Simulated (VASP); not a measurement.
# RbGe4N2 (Immm) in VASP: further runs, part 2 of 2

VASP 6.6.1. Earlier steps stand in the parts before.

**3. Single point, PBE**

This run uses another cell than the first one, of 38.95 Å³/atom.

Contents of INCAR:

```
PREC = Accurate ; ENCUT = 520
EDIFF = 1E-6 ; ISMEAR = 0
SIGMA = 0.1 ; LREAL = False
LASPH = True ; NELM = 100
ALGO = Normal ; ISIF = 2
LWAVE = False ; LCHARG = True
GGA = PE ; LELF = True
LVHAR = True ; NBANDS = 46
```

Contents of KPOINTS:

```
Automatic mesh
0
Gamma
  4 4 4
```

Contents of POSCAR:

```
RbGe4N2
1.0
   -4.4549855424      3.3930739281      4.5090766275
    4.4549855424     -3.3930739281      4.5090766275
    4.4549855424      3.3930739281     -4.5090766275
Rb Ge N
1 4 2
Direct
    0.5000000000      0.5000000000      0.0000000000
    0.6420584980      1.0074441571      0.3653856591
    0.3579415020     -0.0074441571      0.6346143409
    0.3579415020      0.7233271610      0.3653856591
    0.6420584980      0.2766728390      0.6346143409
    0.0814321445      0.5000000000      0.5814321445
    0.9185678555      0.5000000000      0.4185678555
```

Potentials or basis: VASP PAW PBE potentials, release 64 (Rb_sv, Ge_d, N).

Started as:

```bash
$ cat potpaw_PBE.64/Rb_sv/POTCAR potpaw_PBE.64/Ge_d/POTCAR potpaw_PBE.64/N/POTCAR > POTCAR
$ mpirun -np 1 vasp_std > vasp.out
```

OUTCAR:

```text
PREC = Accurate
   ENCUT = 520
   EDIFF = 1E-6
   ISMEAR = 0
   LREAL = False
   LASPH = True
   NELM = 100
   ISIF = 2
   GGA = PE

 ion  position               nearest neighbor table
   1  0.500  0.500  0.000-   6 2.84   7 2.84   4 3.50   5 3.50   2 3.50   3 3.50
   2  0.642  0.007  0.365-   5 2.40   4 2.56   1 3.50
   3  0.358  0.993  0.635-   4 2.40   5 2.56   1 3.50
   4  0.358  0.723  0.365-   3 2.40   2 2.56   1 3.50
   5  0.642  0.277  0.635-   2 2.40   3 2.56   1 3.50
   6  0.081  0.500  0.581-   7 1.11   1 2.84
   7  0.919  0.500  0.419-   6 1.11   1 2.84

  LATTYP: Found a body centered orthorhombic cell.
 ALAT       =     6.7861478562
 B/A-ratio  =     1.3129644791
 C/A-ratio  =     1.3289060961

  Lattice vectors:

 A1 = (   4.4549855424,   3.3930739281,   4.5090766275)
 A2 = (  -4.4549855424,  -3.3930739281,   4.5090766275)
 A3 = (   4.4549855424,  -3.3930739281,  -4.5090766275)

Analysis of symmetry for initial positions (statically):
=====================================================================
 Subroutine PRICEL returns:
 Original cell was already a primitive cell.

 Routine SETGRP: Setting up the symmetry group for a
 body centered orthorhombic supercell.

 Subroutine GETGRP returns: Found  8 space group operations
 (whereof  8 operations were pure point group operations)
 out of a pool of  8 trial point group operations.

The static configuration has the point symmetry D_2h.

Analysis of symmetry for dynamics (positions and initial velocities):
=====================================================================
 Subroutine PRICEL returns:
 Original cell was already a primitive cell.

 Routine SETGRP: Setting up the symmetry group for a
 body centered orthorhombic supercell.

 Subroutine GETGRP returns: Found  8 space group operations
 (whereof  8 operations were pure point group operations)
[... 126 lines left out ...]
  volume/ion in A,a.u.               =      38.95       262.84
  Fermi-wavevector in a.u.,A,eV,Ry     =   1.064714  2.012017 15.423772  1.133615
  Thomas-Fermi vector in A             =   2.200241
   LORBIT       =      0    0 simple, 1 ext, 2 COOP (PROOUT), +10 PAW based schemes
   GGA     = PE    functional components
   LHFCALC =     F    Hartree Fock is set to
   AEXX    =    0.0000 exact exchange contribution
   IVDW    =     0    specifies the selected vdW correction
   LEPSILON=     F    determine dielectric tensor
   LRPA    =     F    only Hartree local field effects (RPA)
 non-spin polarized calculation
 Gauss-broadening in eV      SIGMA  =   0.10
  energy-cutoff  :      520.00
  volume of cell :      272.64
 maximum number of plane-waves:      7385
 NGX is ok and might be reduce to    54
   NGX = 27   NGY = 27   NGZ = 27

 number of electron      75.0000014 magnetization

 Free energy of the ion-electron system (eV)
  ---------------------------------------------------
  ext. energy  EPLUGINS =         0.00000000
  ---------------------------------------------------
  free energy    TOTEN  =       -32.10126869 eV

  energy without entropy =      -32.06895560  energy(sigma->0) =      -32.08511214

 E-fermi :   0.2969     XC(G=0):  -6.7337

 val. band max:        0.2796828277   @ k =  -0.2500  -0.2500   0.2500
 cond. band min:       0.3251382193   @ k =   0.0000   0.5000   0.0000
 fundamental gap:      0.0454553916
 Fermi energy:         0.2969266737

 k-point     1 :       0.0000    0.0000    0.0000
  band No.  band energies     occupation
      1     -26.9747      2.00000
      2     -24.4372      2.00000
      3     -24.2612      2.00000
      4     -24.2340      2.00000
      5     -24.2270      2.00000
      6     -24.2208      2.00000
[... 871 lines left out ...]
     45       3.6609      0.00000
     46       4.1441      0.00000

------------------------ aborting loop because EDIFF is reached ----------------------------------------

  FORCE on cell =-STRESS in cart. coord.  units (eV):
  Direction    XX          YY          ZZ          XY          YZ          ZX
  --------------------------------------------------------------------------------------
  -------------------------------------------------------------------------------------
  Total        0.0516359      1.7651497      0.1012943      0.0000000      0.0000000      0.0000000
  in kB        0.3034417     10.3730126      0.5952623      0.0000000      0.0000000      0.0000000
  external PRESSURE =       3.7572389 kB  Pullay stress =       0.0000000 kB

 VOLUME and BASIS-vectors are now :
 -----------------------------------------------------------------------------
  energy-cutoff  :      520.00
  volume of cell :      272.64
      direct lattice vectors                 reciprocal lattice vectors
    -4.454985542  3.393073928  4.509076627     0.000000000  0.147359006  0.110887448
     4.454985542 -3.393073928  4.509076627     0.112233810  0.000000000  0.110887448
     4.454985542  3.393073928 -4.509076627     0.112233810  0.147359006  0.000000000

 POSITION                                       TOTAL-FORCE (eV/Angst)
 -----------------------------------------------------------------------------------
      0.00000      0.00000      4.50908         0.000000     -0.000000     -0.000000
     -1.19941      3.39307      1.28111        -0.008715     -0.000000      0.027753
      5.65440     -0.00000      3.22797         0.008715     -0.000000     -0.027753
      3.25558      0.00000      3.22797        -0.008715     -0.000000     -0.027753
      1.19941      3.39307      1.28111         0.008715     -0.000000      0.027753
      4.45499      0.55261      0.00000         0.000000      1.659050     -0.000000
     -0.00000      2.84046      4.50908         0.000000     -1.659050     -0.000000
 -----------------------------------------------------------------------------------
    total drift:                                0.000000      0.000000     -0.000000

  FREE ENERGIE OF THE ION-ELECTRON SYSTEM (eV)
  ---------------------------------------------------
  free  energy   TOTEN  =       -32.1012686858 eV

  energy  without entropy=      -32.0689555984  energy(sigma->0) =      -32.08511214
```

stdout:

```text
POSCAR found type information on POSCAR RbGeN
 POSCAR found :  3 types and       7 ions
 scaLAPACK will be used
 LDA part: xc-table for (Slater+PW92), standard interpolation
 POSCAR, INCAR and KPOINTS ok, starting setup
 FFT: planning ... GRIDC
 FFT: planning ... GRID_SOFT
 FFT: planning ... GRID
 WAVECAR not read
 entering main loop
```

Run time: 6.1 min. Hardware: 1 thread of Intel Xeon Platinum 8259CL at 2.50GHz (Skylake/Cascade Lake), shared host; peak memory 0.51 GiB.

Results:

- Free energy: -32.1013 eV
- Pressure: 0.4 GPa
- Largest force: 1.659 eV/Å
- Band gap on the k mesh: zero (an odd number of electrons rules out a gap without spin polarisation)

Forces in eV/Å, atoms in the order of the input:
```
Rb   0.000  0.000  0.000
Ge  -0.009  0.000  0.028
Ge   0.009  0.000 -0.028
Ge  -0.009  0.000 -0.028
Ge   0.009  0.000  0.028
N    0.000  1.659  0.000
N    0.000 -1.659  0.000
```

Caveat: the standard files for N, O and F lose accuracy on very short bonds; an odd number of electrons without spin polarisation forces a metal; a magnetic or distorted state may lie lower.

The gap in the log of VASP goes by the Fermi energy; the results here count the filled bands.